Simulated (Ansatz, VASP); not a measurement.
**Eu: VASP beside Ansatz**

```xyz
1
Lattice="-2.1773 2.1773 2.1773 2.1773 -2.1773 2.1773 2.1773 2.1773 -2.1773" Properties=species:S:1:pos:R:3 pbc="T T T"
Eu    0.0000    0.0000    0.0000
```

Change from the starting cell: volume scaled by 0.98, PAW files.

Alike in both runs: task electric field gradients; functional PBE; k mesh 14 × 14 × 14; occupations fermi-dirac, width 0.05 eV; collinear spin.

```csv
,VASP,Ansatz
version,VASP 6.6.1,Ansatz 0.2.0
potentials or method,"VASP PAW PBE potentials, release 64 (Eu)","PAW with Ansatz's default frozen-core files, scalar-relativistic"
plane-wave cutoff (eV),520,420
valence electrons in the cell,17,17
```

|  | VASP | Ansatz | Ansatz less VASP |
| --- | --- | --- | --- |
| pressure (GPa) | 0.0 | 0.3 | +0.27 |
| net moment per atom (μB) | 7.25 | 7.26 | +0.010 |
| size of the moment on the site where the two differ most (μB) | 6.66 | 7.01 | +0.345 |

Site moments also hang on the region over which each program counts them.

Neither program's run includes spin-orbit coupling.
